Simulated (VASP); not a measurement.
Runs of VASP 6.6.1 on Os. The structure is that of space group I4/mmm (No. 139), or close to it. The cells are those of the table. 

```tsv
cell	gap on the mesh (eV)	pressure (GPa)
a = 2.683, b = 2.683, c = 2.751 Å, angles 59.2, 59.2, 61.7°, 1 atom	none	-0.1
a = 2.754, b = 2.754, c = 2.613 Å, angles 61.7, 61.7, 56.6°, 1 atom	none	(b)
a = 2.718, b = 2.718, c = 2.819 Å, angles 58.8, 58.8, 62.5°, 1 atom	none	-18.4
a = 2.787, b = 2.787, c = 2.888 Å, angles 58.8, 58.8, 62.4°, 1 atom	none	-39.0
a = 2.752, b = 2.752, c = 2.819 Å, angles 59.2, 59.2, 61.6°, 1 atom	none	-27.2
a = 2.754, b = 2.754, c = 2.888 Å, angles 58.4, 58.4, 63.2°, 1 atom	none	(a)
a = 2.820, b = 2.820, c = 2.888 Å, angles 59.2, 59.2, 61.6°, 1 atom	none	-44.7
```

Alike in all rows: task single point; level PBEsol; potentials or basis VASP PAW PBE potentials, release 64 (Os); no spin polarisation; k mesh 20 × 20 × 20; cutoff (eV) 520; smearing gaussian 0.15 eV.

Fill in the values left out.

(a) -32.0; (b) 2.9.

Caveats: the PAW data sets were made with another functional, which shifts forces and pressure a little; spin-orbit coupling is left out, which moves the levels of the heavy elements.

A k mesh can miss the band edges, and the runs leave out spin-orbit coupling on Os.

A gap of «none» marks levels without a gap at the run's occupations.
